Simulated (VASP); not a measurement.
# SiNi (Pnma) in VASP: further runs

SiNi is run at these levels: PBE+D3(BJ); tasks: single point.

All numbers are computed with VASP 6.6.1; they aren't measurements. Logs are shortened: lines on timing, memory, paths and dates and some standing lists are left out, and cuts for length are marked.

**1. The cell of the first run**

It takes space group Pnma (No. 62, orthorhombic). The conventional cell has a = 5.140 Å, b = 3.330 Å, c = 5.580 Å, α = 90.00°, β = 90.00°, γ = 90.00°. Ni (site symmetry m) has 6 Si at 2.26 to 2.39 Å and 4 Ni at 2.66 to 2.68 Å within 3.0 Å. Si (site symmetry m) has 6 Ni at 2.26 to 2.39 Å and 2 Si at 2.64 Å within 3.0 Å.

**2. Single point, PBE+D3(BJ)**

INCAR

```
ALGO     = Normal         # electronic algorithm
EDIFF    = 1E-6           # SCF threshold, eV
ENCUT    = 600            # plane-wave cutoff, eV
GGA      = PE             # functional
GGA_COMPAT= F            
ISIF     = 2              # what is computed and relaxed
ISMEAR   = 0              # smearing method
IVDW     = 12             # dispersion correction
LASPH    = T              # aspherical terms in the spheres
LCHARG   = F              # write CHGCAR
LREAL    = F              # projectors in reciprocal space
LWAVE    = F              # write WAVECAR
NBANDS   = 38             # bands
NELM     = 120            # most SCF steps
PREC     = Accurate       # precision mode
SIGMA    = 0.1            # smearing width, eV
```

KPOINTS

```
k-points
0
Gamma
  4 6 4
```

POSCAR

```
SiNi
1.0
    5.1400000000      0.0000000000      0.0000000000
    0.0000000000      3.3300000000      0.0000000000
    0.0000000000      0.0000000000      5.5800000000
Ni Si
4 4
Direct
    0.0080000000      0.2500000000      0.1880000000
    0.4920000000      0.7500000000      0.6880000000
    0.9920000000      0.7500000000      0.8120000000
    0.5080000000      0.2500000000      0.3120000000
    0.1790000000      0.2500000000      0.5820000000
    0.3210000000      0.7500000000      0.0820000000
    0.8210000000      0.7500000000      0.4180000000
    0.6790000000      0.2500000000      0.9180000000
```

Potentials or basis: VASP PAW PBE potentials, release 64 (Ni, Si).

Command:

```
> cat potpaw_PBE.64/Ni/POTCAR potpaw_PBE.64/Si/POTCAR > POTCAR
> mpirun -np 1 vasp_std > vasp.out
```

OUTCAR:

```text
EDIFF = 1E-6
   ENCUT = 600
   GGA = PE
   ISIF = 2
   ISMEAR = 0
   IVDW = 12
   LASPH = T
   LREAL = F
   NELM = 120
   PREC = Accurate
 IVDW          = 12

 ion  position               nearest neighbor table
   1  0.008  0.250  0.188-   8 2.26   7 2.31   7 2.31   5 2.37   6 2.39   6 2.39   4 2.66   4 2.66
                             3 2.68   3 2.68
   2  0.492  0.750  0.688-   7 2.26   8 2.31   8 2.31   6 2.37   5 2.39   5 2.39   3 2.66   3 2.66
                             4 2.68   4 2.68
   3  0.992  0.750  0.812-   6 2.26   5 2.31   5 2.31   7 2.37   8 2.39   8 2.39   2 2.66   2 2.66
                             1 2.68   1 2.68
   4  0.508  0.250  0.312-   5 2.26   6 2.31   6 2.31   8 2.37   7 2.39   7 2.39   1 2.66   1 2.66
                             2 2.68   2 2.68
   5  0.179  0.250  0.582-   4 2.26   3 2.31   3 2.31   1 2.37   2 2.39   2 2.39   7 2.64   7 2.64

   6  0.321  0.750  0.082-   3 2.26   4 2.31   4 2.31   2 2.37   1 2.39   1 2.39   8 2.64   8 2.64

   7  0.821  0.750  0.418-   2 2.26   1 2.31   1 2.31   3 2.37   4 2.39   4 2.39   5 2.64   5 2.64

   8  0.679  0.250  0.918-   1 2.26   2 2.31   2 2.31   4 2.37   3 2.39   3 2.39   6 2.64   6 2.64

  LATTYP: Found a simple orthorhombic cell.
 ALAT       =     3.3300000000
 B/A-ratio  =     1.5435435435
 C/A-ratio  =     1.6756756757

  Lattice vectors:

 A1 = (   0.0000000000,  -3.3300000000,   0.0000000000)
 A2 = (   5.1400000000,   0.0000000000,   0.0000000000)
 A3 = (   0.0000000000,   0.0000000000,   5.5800000000)

Analysis of symmetry for initial positions (statically):
=====================================================================
 Subroutine PRICEL returns:
 Original cell was already a primitive cell.

 Routine SETGRP: Setting up the symmetry group for a
 simple orthorhombic supercell.

 Subroutine GETGRP returns: Found  8 space group operations
 (whereof  2 operations were pure point group operations)
 out of a pool of  8 trial point group operations.

The static configuration has the point symmetry S_2 .
 The point group associated with its full space group is D_2h.

Analysis of symmetry for dynamics (positions and initial velocities):
=====================================================================
 Subroutine PRICEL returns:
 Original cell was already a primitive cell.

 Routine SETGRP: Setting up the symmetry group for a
 simple orthorhombic supercell.

 Subroutine GETGRP returns: Found  8 space group operations
 (whereof  2 operations were pure point group operations)
[... 121 lines left out ...]
   ISIF   =      2    stress and relaxation
   ISYM   =      2    0-nonsym 1-usesym 2-fastsym
   POTIM  = 0.5000    time-step for ionic-motion
   TEBEG  =    0.0;   TEEND  =   0.0 temperature during run
   PSTRESS=    0.0 pullay stress
   NELECT =      56.0000    total number of electrons
   NUPDOWN=      -1.0000    fix difference up-down
   EMIN   =  10.00;   EMAX   =-10.00  energy-range for DOS
   EFERMI =   0.00;   METHOD = LEGACY
   ISMEAR =     0;   SIGMA  =   0.10  broadening in eV -4-tet -1-fermi 0-gaus
   EFERMI_NEDOS =   21; number of points for ismear=-14 and -15
   IALGO  =     38    algorithm
   IMIX   =      4    mixing-type and parameters
     AMIX     =   0.40;   BMIX     =  1.00
     AMIX_MAG =   1.60;   BMIX_MAG =  1.00
  volume/ion in A,a.u.               =      11.94        80.57
  Fermi-wavevector in a.u.,A,eV,Ry     =   1.370220  2.589340 25.544979  1.877503
  Thomas-Fermi vector in A             =   2.496026
   LORBIT       =      0    0 simple, 1 ext, 2 COOP (PROOUT), +10 PAW based schemes
   GGA     = PE    functional components
   LHFCALC =     F    Hartree Fock is set to
   AEXX    =    0.0000 exact exchange contribution
   IVDW    =    12    specifies the selected vdW correction
   LEPSILON=     F    determine dielectric tensor
   LRPA    =     F    only Hartree local field effects (RPA)
 non-spin polarized calculation
 Gauss-broadening in eV      SIGMA  =   0.10
  energy-cutoff  :      600.00
  volume of cell :       95.51
 maximum number of plane-waves:      3214
 NGX is ok and might be reduce to    42
   NGX = 21   NGY = 13   NGZ = 23

 number of electron      55.9999989 magnetization

 Free energy of the ion-electron system (eV)
  ---------------------------------------------------
  ext. energy  EPLUGINS =         0.00000000
  ---------------------------------------------------
  free energy    TOTEN  =       -47.60565383 eV

  energy without entropy =      -47.59939623  energy(sigma->0) =      -47.60252503

 E-fermi :  10.5667     XC(G=0): -12.2824

 val. band max:       10.4842038472   @ k =   0.2500   0.0000   0.5000
 cond. band min:      10.6534991723   @ k =   0.0000   0.3333   0.0000
 fundamental gap:      0.1692953250
 Fermi energy:        10.5666633015

 k-point     1 :       0.0000    0.0000    0.0000
  band No.  band energies     occupation
      1      -2.4827      2.00000
      2       0.8643      2.00000
      3       2.2269      2.00000
      4       2.7556      2.00000
      5       4.0507      2.00000
      6       4.5044      2.00000
[... 973 lines left out ...]
     37      16.9991      0.00000
     38      16.9991      0.00000

 [... further k-points ...]

------------------------ aborting loop because EDIFF is reached ----------------------------------------

 Edisp (eV)   -3.78579

 E8    (eV) :    -1.5958

  FORCE on cell =-STRESS in cart. coord.  units (eV):
  Direction    XX          YY          ZZ          XY          YZ          ZX
  --------------------------------------------------------------------------------------
  -------------------------------------------------------------------------------------
  Total       0.04455    -2.05546    -1.12750     0.00000     0.00000     0.00000
  in kB       0.74734   -34.48091   -18.91409     0.00000     0.00000     0.00000
  external pressure =      -17.55 kB  Pullay stress =        0.00 kB

 VOLUME and BASIS-vectors are now :
 -----------------------------------------------------------------------------
  energy-cutoff  :      600.00
  volume of cell :       95.51
      direct lattice vectors                 reciprocal lattice vectors
     5.140000000  0.000000000  0.000000000     0.194552529  0.000000000  0.000000000
     0.000000000  3.330000000  0.000000000     0.000000000  0.300300300  0.000000000
     0.000000000  0.000000000  5.580000000     0.000000000  0.000000000  0.179211470

 POSITION                                       TOTAL-FORCE (eV/Angst)
 -----------------------------------------------------------------------------------
      0.04112      0.83250      1.04904         0.042929      0.000000     -0.017450
      2.52888      2.49750      3.83904        -0.042929      0.000000     -0.017450
      5.09888      2.49750      4.53096        -0.042929     -0.000000      0.017450
      2.61112      0.83250      1.74096         0.042929      0.000000      0.017450
      0.92006      0.83250      3.24756        -0.041497      0.000000      0.067374
      1.64994      2.49750      0.45756         0.041497      0.000000      0.067374
      4.21994      2.49750      2.33244         0.041497      0.000000     -0.067374
      3.49006      0.83250      5.12244        -0.041497      0.000000     -0.067374
 -----------------------------------------------------------------------------------
    total drift:                                0.000000     -0.000000     -0.000000

  FREE ENERGIE OF THE ION-ELECTRON SYSTEM (eV)
  ---------------------------------------------------
  free  energy   TOTEN  =       -51.3914433821 eV

  energy  without entropy=      -51.3851857874  energy(sigma->0) =      -51.38831458
```

stdout:

```text
POSCAR found type information on POSCAR NiSi
 POSCAR found :  2 types and       8 ions
 scaLAPACK will be used
 LDA part: xc-table for (Slater+PW92), standard interpolation
 POSCAR, INCAR and KPOINTS ok, starting setup
 FFT: planning ... GRIDC
 FFT: planning ... GRID_SOFT
 FFT: planning ... GRID
 WAVECAR not read
 entering main loop
```

Wall time 4.1 min (1 thread of Oxide Virtual Turin-like, shared host); peak memory 0.26 GiB.

Results:

```yaml
Free_energy: -51.3914 eV
Pressure: -1.8 GPa
Largest_force: 0.079 eV/Å
Band_gap_on_the_k_mesh: zero (bands 28 and 29 overlap by 1.65 eV)
Dispersion_energy_per_atom: -0.473 eV
```

Forces on the atoms (eV/Å):
```
Ni   0.043  0.000 -0.017
Ni  -0.043  0.000 -0.017
Ni  -0.043  0.000  0.017
Ni   0.043  0.000  0.017
Si  -0.041  0.000  0.067
Si   0.041  0.000  0.067
Si   0.041  0.000 -0.067
Si  -0.041  0.000 -0.067
```

Stress tensor (GPa, compression positive):
```
 0.07  0.00  0.00
 0.00 -3.45  0.00
 0.00  0.00 -1.89
```

Spin polarisation is off, so any magnetic state and its effect on volume and gap are missing.

**3. Single point, PBE+D3(BJ)**

This run uses another cell than the first one, of 11.80 Å³/atom.

INCAR

```
PREC = Accurate
ENCUT = 600
EDIFF = 1E-6
ISMEAR = 0
SIGMA = 0.1
LREAL = False
LASPH = True
NELM = 120
ALGO = Normal
ISIF = 2
LWAVE = False
LCHARG = False
GGA = PE
IVDW = 12
NBANDS = 38
GGA_COMPAT = False
```

KPOINTS

```
regular mesh
0
Gamma
  8 10 6
```

POSCAR

```
SiNi
1.0
    5.0970412636      0.0000000000      0.0000000000
    0.0000000000      3.3441044361      0.0000000000
    0.0000000000      0.0000000000      5.5389210507
Ni Si
4 4
Direct
    0.0095896168      0.2500000000      0.1870624834
    0.4904103832      0.7500000000      0.6870624834
    0.9904103832      0.7500000000      0.8129375166
    0.5095896168      0.2500000000      0.3129375166
    0.1772686024      0.2500000000      0.5852072723
    0.3227313976      0.7500000000      0.0852072723
    0.8227313976      0.7500000000      0.4147927277
    0.6772686024      0.2500000000      0.9147927277
```

Potentials or basis: VASP PAW PBE potentials, release 64 (Ni, Si).

Command:

```
> cat potpaw_PBE.64/Ni/POTCAR potpaw_PBE.64/Si/POTCAR > POTCAR
> mpirun -np 1 vasp_std > vasp.out
```

It took 12 min on 1 thread of Oxide Virtual Turin-like, shared host; peak memory 0.47 GiB.

Results (log left out):

```
Free energy                : -51.3703 eV
Pressure                   : 0.0 GPa
Largest force              : 0.013 eV/Å
Band gap on the k mesh     : zero (bands 28 and 29 overlap by 1.85 eV)
Dispersion energy per atom : -0.478 eV
```

Forces on the atoms (eV/Å):
```
Ni   0.012  0.000 -0.004
Ni  -0.012  0.000 -0.004
Ni  -0.012  0.000  0.004
Ni   0.012  0.000  0.004
Si  -0.002  0.000  0.002
Si   0.002  0.000  0.002
Si   0.002  0.000 -0.002
Si  -0.002  0.000 -0.002
```

Stress tensor (GPa, compression positive):
```
 0.01  0.00  0.00
 0.00 -0.11  0.00
 0.00  0.00  0.03
```

Levels at points of the mesh, in eV from the Fermi level:
```tsv
k point	band 26	band 27	band 28	band 29	band 30	band 31
(0.00, 0.00, 0.00)	-1.22	-1.16	-0.96	0.63	1.35	3.31
(0.50, 0.00, 0.00)	-1.89	1.05	1.05	1.07	1.07	3.77
(0.00, 0.50, 0.00)	-1.96	-1.43	-1.43	-0.61	-0.61	2.06
(0.50, 0.50, 0.00)	-1.75	-1.75	-1.75	0.51	0.51	0.51
(0.00, 0.00, 0.50)	-1.45	-0.23	-0.23	0.91	0.91	3.36
(0.50, 0.00, 0.50)	-1.03	0.79	0.79	2.33	2.33	2.76
(0.00, 0.50, 0.50)	-2.04	-1.73	-1.73	0.16	0.16	1.38
(0.50, 0.50, 0.50)	-1.94	-1.94	-1.94	2.64	2.64	2.64
```

**4. Single point, PBE+D3(BJ)**

This run uses another cell than the first one, of 11.80 Å³/atom.

INCAR

```
SYSTEM = SiNi
PREC     = Accurate       ! precision mode
ENCUT    = 600            ! plane-wave cutoff, eV
EDIFF    = 1E-6           ! SCF threshold, eV
ISMEAR   = 0              ! smearing method
SIGMA    = 0.1            ! smearing width, eV
LREAL    = .False.        ! projectors in reciprocal space
LASPH    = .True.         ! aspherical terms in the spheres
NELM     = 120            ! most SCF steps
ALGO     = Normal         ! electronic algorithm
ISIF     = 2              ! what is computed and relaxed
LWAVE    = .False.        ! write WAVECAR
LCHARG   = .True.         ! write CHGCAR
GGA      = PE             ! functional
IVDW     = 12             ! dispersion correction
LELF     = .True.         ! ELF
LVHAR    = .True.       
NBANDS   = 38             ! bands
GGA_COMPAT= .False.
```

KPOINTS

```
Automatic mesh
0
Gamma
  8 10 6
  0 0 0
```

POSCAR is that of step 3.

Command:

```
> cat potpaw_PBE.64/Ni/POTCAR potpaw_PBE.64/Si/POTCAR > POTCAR
> mpirun -np 1 vasp_std > vasp.out
```

Wall time 13 min (1 thread of Oxide Virtual Turin-like, shared host); peak memory 0.47 GiB.

Results (log left out):

- Free energy: -51.3703 eV
- Pressure: 0.0 GPa
- Largest force: 0.013 eV/Å
- Band gap on the k mesh: zero (bands 28 and 29 overlap by 1.85 eV)
- Dispersion energy per atom: -0.478 eV

Forces in eV/Å, atoms in the order of the input:
```
Ni   0.012  0.000 -0.004
Ni  -0.012  0.000 -0.004
Ni  -0.012  0.000  0.004
Ni   0.012  0.000  0.004
Si  -0.002  0.000  0.002
Si   0.002  0.000  0.002
Si   0.002  0.000 -0.002
Si  -0.002  0.000 -0.002
```

Stress tensor (GPa, compression positive):
```
 0.01  0.00  0.00
 0.00 -0.11  0.00
 0.00  0.00  0.03
```

Levels at points of the mesh, in eV from the Fermi level:
```
           k point  band 25  band 26  band 27  band 28  band 29  band 30  band 31  band 32
(0.00, 0.00, 0.00)    -1.82    -1.22    -1.16    -0.96     0.63     1.35     3.31     3.93
(0.50, 0.00, 0.00)    -1.89    -1.89     1.05     1.05     1.07     1.07     3.77     3.77
(0.00, 0.50, 0.00)    -1.96    -1.96    -1.43    -1.43    -0.61    -0.61     2.06     2.06
(0.50, 0.50, 0.00)    -1.75    -1.75    -1.75    -1.75     0.51     0.51     0.51     0.51
(0.00, 0.00, 0.50)    -1.45    -1.45    -0.23    -0.23     0.91     0.91     3.36     3.36
(0.50, 0.00, 0.50)    -1.03    -1.03     0.79     0.79     2.33     2.33     2.76     2.76
(0.00, 0.50, 0.50)    -2.04    -2.04    -1.73    -1.73     0.16     0.16     1.38     1.38
(0.50, 0.50, 0.50)    -1.94    -1.94    -1.94    -1.94     2.64     2.64     2.64     2.64
```

Spin polarisation is off, so any magnetic state and its effect on volume and gap are missing.

The gap in the log of VASP goes by the Fermi energy; the results here count the filled bands.